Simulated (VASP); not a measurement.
# Mg2CdO3 (P-3m1) in VASP: further runs

Mg2CdO3 is run at these levels: PBE; tasks: single point.

All numbers are computed with VASP 6.6.1; they aren't measurements. Logs are shortened: lines on timing, memory, paths and dates and some standing lists are left out, and cuts for length are marked.

### Step 1. The cell of the first run

It takes space group P-3m1 (No. 164, trigonal). Conventional cell: a = 3.118 Å, b = 3.118 Å, c = 7.786 Å, α = 90.00°, β = 90.00°, γ = 120.00°. Within 2.8 Å of Mg (site symmetry 3m) lie 6 O at 2.14 to 2.17 Å. Within 3.3 Å of Cd (site symmetry -3m) lie 6 O at 2.35 Å and 6 Cd at 3.12 Å and 6 Mg at 3.23 Å. O (site symmetry 3m) has 3 Mg at 2.14 Å and 3 Cd at 2.35 Å within 2.8 Å. Within 3.2 Å of O (site symmetry -3m) lie 6 Mg at 2.17 Å and 12 O at 2.98 to 3.12 Å.

### Step 2. Single point, PBE

INCAR reads:

```
PREC = Accurate
ENCUT = 520
EDIFF = 1E-6
ISMEAR = 0
SIGMA = 0.1
LREAL = False
LASPH = True
NELM = 80
ALGO = Normal
ISIF = 2
LWAVE = False
LCHARG = True
GGA = PE
LELF = True
LVHAR = True
NBANDS = 26
```

KPOINTS reads:

```
Automatic mesh
0
Gamma
  6 6 2
```

POSCAR reads:

```
Mg2CdO3
1.0
    3.1180994494      0.0000000026      0.0000000000
   -1.5590497270      2.7003533334      0.0000000000
    0.0000000000      0.0000000000      7.7862967287
Mg Cd O
2 1 3
Direct
    0.6666666667      0.3333333333      0.8437361650
    0.3333333333      0.6666666667      0.1562638350
    0.0000000000      0.0000000000      0.5000000000
    0.3333333333      0.6666666667      0.6949676252
    0.6666666667      0.3333333333      0.3050323748
    0.0000000000      0.0000000000      0.0000000000
```

Potentials or basis: VASP PAW PBE potentials, release 64 (Mg, Cd, O).

The run is started by

```console
$ cat potpaw_PBE.64/Mg/POTCAR potpaw_PBE.64/Cd/POTCAR potpaw_PBE.64/O/POTCAR > POTCAR
$ mpirun -np 1 vasp_std > vasp.out
```

OUTCAR:

```text
PREC = Accurate
   ENCUT = 520
   EDIFF = 1E-6
   ISMEAR = 0
   LREAL = False
   LASPH = True
   NELM = 80
   ISIF = 2
   GGA = PE

 ion  position               nearest neighbor table
   1  0.667  0.333  0.844-   4 2.14   4 2.14   4 2.14   6 2.17   6 2.17   6 2.17   2 3.03   2 3.03
                             2 3.03   3 3.23   3 3.23   3 3.23
   2  0.333  0.667  0.156-   5 2.14   5 2.14   5 2.14   6 2.17   6 2.17   6 2.17   1 3.03   1 3.03
                             1 3.03   3 3.23   3 3.23   3 3.23
   3  0.000  0.000  0.500-   4 2.35   5 2.35   5 2.35   4 2.35   5 2.35   4 2.35   1 3.23   2 3.23
                             2 3.23   1 3.23   1 3.23   2 3.23
   4  0.333  0.667  0.695-   1 2.14   1 2.14   1 2.14   3 2.35   3 2.35   3 2.35
   5  0.667  0.333  0.305-   2 2.14   2 2.14   2 2.14   3 2.35   3 2.35   3 2.35
   6  0.000  0.000  0.000-   1 2.17   2 2.17   1 2.17   2 2.17   1 2.17   2 2.17

  LATTYP: Found a hexagonal cell.
 ALAT       =     3.1180994494
 C/A-ratio  =     2.4971290541

  Lattice vectors:

 A1 = (   3.1180994494,   0.0000000026,   0.0000000000)
 A2 = (  -1.5590497270,   2.7003533334,   0.0000000000)
 A3 = (   0.0000000000,   0.0000000000,   7.7862967287)

Analysis of symmetry for initial positions (statically):
=====================================================================
 Subroutine PRICEL returns:
 Original cell was already a primitive cell.

 Routine SETGRP: Setting up the symmetry group for a
 hexagonal supercell.

 Subroutine GETGRP returns: Found 12 space group operations
 (whereof 12 operations were pure point group operations)
 out of a pool of 24 trial point group operations.

The static configuration has the point symmetry D_3d.

Analysis of symmetry for dynamics (positions and initial velocities):
=====================================================================
 Subroutine PRICEL returns:
 Original cell was already a primitive cell.

 Routine SETGRP: Setting up the symmetry group for a
 hexagonal supercell.

 Subroutine GETGRP returns: Found 12 space group operations
 (whereof 12 operations were pure point group operations)
 out of a pool of 24 trial point group operations.

The dynamic configuration has the point symmetry D_3d.

 Subroutine INISYM returns: Found 12 space group operations
 (whereof 12 operations are pure point group operations),
 and found     1 'primitive' translations

----------------------------------------------------------------------------------------

                                     Primitive cell

  volume of cell :      65.5604

  direct lattice vectors                    reciprocal lattice vectors
     3.118099449  0.000000003  0.000000000     0.320708180  0.185160954  0.000000000
    -1.559049727  2.700353333  0.000000000    -0.000000000  0.370321908  0.000000000
     0.000000000  0.000000000  7.786296729     0.000000000  0.000000000  0.128430759

  length of vectors
     3.118099449  3.118099449  7.786296729     0.370321908  0.370321908  0.128430759

  position of ions in fractional coordinates (direct lattice)
     0.666666667  0.333333333  0.843736165
     0.333333333  0.666666667  0.156263835
     0.000000000  0.000000000  0.500000000
     0.333333333  0.666666667  0.694967625
     0.666666667  0.333333333  0.305032375
     0.000000000  0.000000000  0.000000000

  ion indices of the primitive-cell ions
   primitive index   ion index
                 1           1
                 2           2
                 3           3
                 4           4
                 5           5
                 6           6

----------------------------------------------------------------------------------------

 KPOINTS: Automatic mesh

Automatic generation of k-mesh.
 Grid dimensions read from file:
 generate k-points for:    6    6    2

 Generating k-lattice:

  Cartesian coordinates                     Fractional coordinates (reciprocal lattice)
     0.053451363  0.030860159  0.000000000     0.166666667  0.000000000  0.000000000
    -0.000000000  0.061720318  0.000000000     0.000000000  0.166666667  0.000000000
     0.000000000  0.000000000  0.064215380     0.000000000  0.000000000  0.500000000

  Length of vectors
     0.061720318  0.061720318  0.064215380

  Shift w.r.t. Gamma in fractional coordinates (k-lattice)
     0.000000000  0.000000000  0.000000000

 Subroutine IBZKPT returns following result:
 ===========================================

 Found     14 irreducible k-points:

 Following reciprocal coordinates:
            Coordinates               Weight
  0.000000  0.000000  0.000000      1.000000
  0.166667 -0.000000  0.000000      6.000000
  0.333333 -0.000000  0.000000      6.000000
  0.500000 -0.000000  0.000000      3.000000
  0.166667  0.166667  0.000000      6.000000
  0.333333  0.166667  0.000000     12.000000
  0.333333  0.333333  0.000000      2.000000
  0.000000  0.000000  0.500000      1.000000
  0.166667 -0.000000  0.500000      6.000000
  0.333333 -0.000000  0.500000      6.000000
  0.500000 -0.000000  0.500000      3.000000
  0.166667  0.166667  0.500000      6.000000
  0.333333  0.166667  0.500000     12.000000
  0.333333  0.333333  0.500000      2.000000
   k-points           NKPTS =     14   k-points in BZ     NKDIM =     14   number of bands    NBANDS=     26
   number of dos      NEDOS =    301   number of ions     NIONS =      6
   total plane-waves  NPLWV =  34560
   dimension x,y,z NGX =    24 NGY =   24 NGZ =   60
   dimension x,y,z NGXF=    48 NGYF=   48 NGZF=  120
   ions per type =               2   1   3
   NGX,Y,Z   is equivalent  to a cutoff of  12.80, 12.80, 12.81 a.u.
   NGXF,Y,Z  is equivalent  to a cutoff of  25.59, 25.59, 25.62 a.u.
 SYSTEM =  unknown system
   PREC   = accura    normal or accurate (medium, high low for compatibility)
   ISTART =      0    job   : 0-new  1-cont  2-samecut
   ICHARG =      2    charge: 1-file 2-atom 10-const
   ISPIN  =      1    spin polarized calculation?
   LNONCOLLINEAR =      F non collinear calculations
   LSORBIT =      F    spin-orbit coupling
   LASPH  =      T    aspherical Exc in radial PAW
   ENCUT  =  520.0 eV  38.22 Ry    6.18 a.u.   5.80  5.80 14.48*2*pi/ulx,y,z
   NELM   =     80;   NELMIN=  2; NELMDL= -5     # of ELM steps
   EDIFF  = 0.1E-05   stopping-criterion for ELM
   LREAL  =      F    real-space projection
   EDIFFG = 0.1E-04   stopping-criterion for IOM
   NSW    =      0    number of steps for IOM
   IBRION =     -1    ionic relax: 0-MD 1-quasi-New 2-CG
   NFREE  =      0    steps in history (QN), initial steepest desc. (CG)
   ISIF   =      2    stress and relaxation
   ISYM   =      2    0-nonsym 1-usesym 2-fastsym
   POTIM  = 0.5000    time-step for ionic-motion
   TEBEG  =    0.0;   TEEND  =   0.0 temperature during run
   PSTRESS=    0.0 pullay stress
   NELECT =      34.0000    total number of electrons
   NUPDOWN=      -1.0000    fix difference up-down
   EMIN   =  10.00;   EMAX   =-10.00  energy-range for DOS
   EFERMI =   0.00;   METHOD = LEGACY
   ISMEAR =     0;   SIGMA  =   0.10  broadening in eV -4-tet -1-fermi 0-gaus
   EFERMI_NEDOS =   21; number of points for ismear=-14 and -15
   IALGO  =     38    algorithm
   IMIX   =      4    mixing-type and parameters
     AMIX     =   0.40;   BMIX     =  1.00
     AMIX_MAG =   1.60;   BMIX_MAG =  1.00
  volume/ion in A,a.u.               =      10.93        73.74
  Fermi-wavevector in a.u.,A,eV,Ry     =   1.315287  2.485533 23.537817  1.729981
  Thomas-Fermi vector in A             =   2.445481
   LORBIT       =      0    0 simple, 1 ext, 2 COOP (PROOUT), +10 PAW based schemes
   GGA     = PE    functional components
   LHFCALC =     F    Hartree Fock is set to
   AEXX    =    0.0000 exact exchange contribution
   IVDW    =     0    specifies the selected vdW correction
   LEPSILON=     F    determine dielectric tensor
   LRPA    =     F    only Hartree local field effects (RPA)
 non-spin polarized calculation
 Gauss-broadening in eV      SIGMA  =   0.10
  energy-cutoff  :      520.00
  volume of cell :       65.56
 maximum number of plane-waves:      1784
 NGX is ok and might be reduce to    24
   NGX = 11   NGY = 11   NGZ = 29

 number of electron      33.9999991 magnetization

 Free energy of the ion-electron system (eV)
  ---------------------------------------------------
  ext. energy  EPLUGINS =         0.00000000
  ---------------------------------------------------
  free energy    TOTEN  =       -31.23916963 eV

  energy without entropy =      -31.23916963  energy(sigma->0) =      -31.23916963

 E-fermi :   2.9435     XC(G=0): -11.1647

 val. band max:        2.4440187925   @ k =   0.0000   0.0000   0.5000
 cond. band min:       4.3726944646   @ k =   0.0000   0.0000   0.0000
 fundamental gap:      1.9286756721
 Fermi energy:         2.9434661695

 k-point     1 :       0.0000    0.0000    0.0000
  band No.  band energies     occupation
      1     -14.6000      2.00000
      2     -14.0512      2.00000
      3     -13.6087      2.00000
      4      -4.6746      2.00000
      5      -4.3057      2.00000
      6      -4.3057      2.00000
[... 18 lines left out ...]
     25      17.5379      0.00000
     26      17.5379      0.00000

 k-point     2 :       0.1667   -0.0000    0.0000
  band No.  band energies     occupation
      1     -14.3953      2.00000
      2     -13.9557      2.00000
      3     -13.5027      2.00000
      4      -4.5308      2.00000
      5      -4.3104      2.00000
      6      -4.1097      2.00000
[... 18 lines left out ...]
     25      16.1495      0.00000
     26      17.3697      0.00000

 k-point     3 :       0.3333   -0.0000    0.0000
  band No.  band energies     occupation
      1     -13.9388      2.00000
      2     -13.7489      2.00000
      3     -13.3028      2.00000
      4      -4.7030      2.00000
      5      -4.1726      2.00000
      6      -3.9531      2.00000
[... 18 lines left out ...]
     25      14.8615      0.00000
     26      16.4628      0.00000

 k-point     4 :       0.5000   -0.0000    0.0000
  band No.  band energies     occupation
      1     -13.7144      2.00000
      2     -13.5841      2.00000
      3     -13.2300      2.00000
      4      -4.8193      2.00000
      5      -4.3236      2.00000
      6      -4.0147      2.00000
[... 18 lines left out ...]
     25      15.2141      0.00000
     26      15.8409      0.00000

 k-point     5 :       0.1667    0.1667    0.0000
  band No.  band energies     occupation
      1     -14.0604      2.00000
      2     -13.8058      2.00000
      3     -13.3486      2.00000
      4      -4.4824      2.00000
      5      -4.2405      2.00000
      6      -3.9665      2.00000
[... 18 lines left out ...]
     25      14.5097      0.00000
     26      16.2642      0.00000

 k-point     6 :       0.3333    0.1667    0.0000
  band No.  band energies     occupation
      1     -13.6959      2.00000
      2     -13.6233      2.00000
      3     -13.2157      2.00000
      4      -4.5616      2.00000
      5      -4.2365      2.00000
      6      -4.0846      2.00000
[... 137 lines left out ...]
 k-point    11 :       0.5000   -0.0000    0.5000
  band No.  band energies     occupation
      1     -13.6989      2.00000
      2     -13.6060      2.00000
      3     -13.2233      2.00000
      4      -4.8285      2.00000
      5      -4.3512      2.00000
      6      -4.0151      2.00000
[... 18 lines left out ...]
     25      14.9478      0.00000
     26      15.7732      0.00000

 k-point    12 :       0.1667    0.1667    0.5000
  band No.  band energies     occupation
      1     -13.9692      2.00000
      2     -13.9263      2.00000
      3     -13.3190      2.00000
      4      -4.4717      2.00000
      5      -4.2555      2.00000
      6      -3.9530      2.00000
[... 18 lines left out ...]
     25      16.0664      0.00000
     26      16.0756      0.00000

 k-point    13 :       0.3333    0.1667    0.5000
  band No.  band energies     occupation
      1     -13.6889      2.00000
      2     -13.6309      2.00000
      3     -13.2153      2.00000
      4      -4.5660      2.00000
      5      -4.2501      2.00000
      6      -4.0808      2.00000
[... 18 lines left out ...]
     25      14.6499      0.00000
     26      15.1857      0.00000

 k-point    14 :       0.3333    0.3333    0.5000
  band No.  band energies     occupation
      1     -13.5663      2.00000
      2     -13.5663      2.00000
      3     -13.1711      2.00000
      4      -4.2570      2.00000
      5      -4.2570      2.00000
      6      -3.9830      2.00000
[... 18 lines left out ...]
     25      14.2721      0.00000
     26      14.7248      0.00000

------------------------ aborting loop because EDIFF is reached ----------------------------------------

  FORCE on cell =-STRESS in cart. coord.  units (eV):
  Direction    XX          YY          ZZ          XY          YZ          ZX
  --------------------------------------------------------------------------------------
  -------------------------------------------------------------------------------------
  Total        0.0382788      0.0382788      0.1280016     -0.0000000      0.0000000      0.0000000
  in kB        0.9354643      0.9354643      3.1281278     -0.0000000      0.0000000      0.0000000
  external PRESSURE =       1.6663521 kB  Pullay stress =       0.0000000 kB

 VOLUME and BASIS-vectors are now :
 -----------------------------------------------------------------------------
  energy-cutoff  :      520.00
  volume of cell :       65.56
      direct lattice vectors                 reciprocal lattice vectors
     3.118099449  0.000000003  0.000000000     0.320708180  0.185160954  0.000000000
    -1.559049727  2.700353333  0.000000000    -0.000000000  0.370321908  0.000000000
     0.000000000  0.000000000  7.786296729     0.000000000  0.000000000  0.128430759

 POSITION                                       TOTAL-FORCE (eV/Angst)
 -----------------------------------------------------------------------------------
      1.55905      0.90012      6.56958         0.000000     -0.000000      0.005904
     -0.00000      1.80024      1.21672         0.000000     -0.000000     -0.005904
      0.00000      0.00000      3.89315         0.000000     -0.000000      0.000000
     -0.00000      1.80024      5.41122        -0.000000     -0.000000      0.115245
      1.55905      0.90012      2.37507         0.000000      0.000000     -0.115245
      0.00000      0.00000      0.00000         0.000000     -0.000000      0.000000
 -----------------------------------------------------------------------------------
    total drift:                                0.000000      0.000000      0.000000

  FREE ENERGIE OF THE ION-ELECTRON SYSTEM (eV)
  ---------------------------------------------------
  free  energy   TOTEN  =       -31.2391696342 eV

  energy  without entropy=      -31.2391696342  energy(sigma->0) =      -31.23916963
```

Run time: 18 s. Hardware: 1 thread of Intel Xeon Platinum 8488C (Sapphire Rapids), shared host; peak memory 0.18 GiB.

Results:

* Free energy: -31.2392 eV
* Pressure: 0.2 GPa
* Largest force: 0.115 eV/Å
* Band gap on the k mesh: 1.93 eV (least direct gap 2.07 eV)

Forces in eV/Å, atoms in the order of the input:
```
Mg   0.000  0.000  0.006
Mg   0.000  0.000 -0.006
Cd   0.000  0.000  0.000
O    0.000  0.000  0.115
O    0.000  0.000 -0.115
O    0.000  0.000  0.000
```

A k mesh can miss the band edges.

[end of part 1 of 2]
